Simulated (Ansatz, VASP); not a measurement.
# Co in VASP and in Ansatz

```
Co
1.0
     2.69771    0.00000    0.00000
     0.00000    2.69771    0.00000
     0.00000    0.00000    2.69771
Co
2
Direct
  0.00000 0.00000 0.00000
  0.50000 0.50000 0.50000
```

Alike in both runs: task single point; functional PBE; k mesh 19 × 19 × 19; occupations fermi-dirac, width 0.05 eV; collinear spin.

```csv
,VASP,Ansatz
version,VASP 6.6.1,Ansatz 0.2.0
potentials or method,"VASP PAW PBE potentials, release 64 (Co), cutoff 520 eV","plane waves (420 eV) with PAW, scalar-relativistic"
valence electrons in the cell,18,34
```

Ansatz gave:

```
net moment per atom (μB)                                      : 1.67
size of the moment on the site where the two differ most (μB) : 1.72
```

What did VASP give for the same quantities?

net moment per atom (μB): 1.66; size of the moment on the site where the two differ most (μB): 1.66.

Site moments also hang on the region over which each program counts them. VASP's potentials hold 18 valence electrons a cell and Ansatz's 34, so a difference there can come from the potentials and not from the codes.
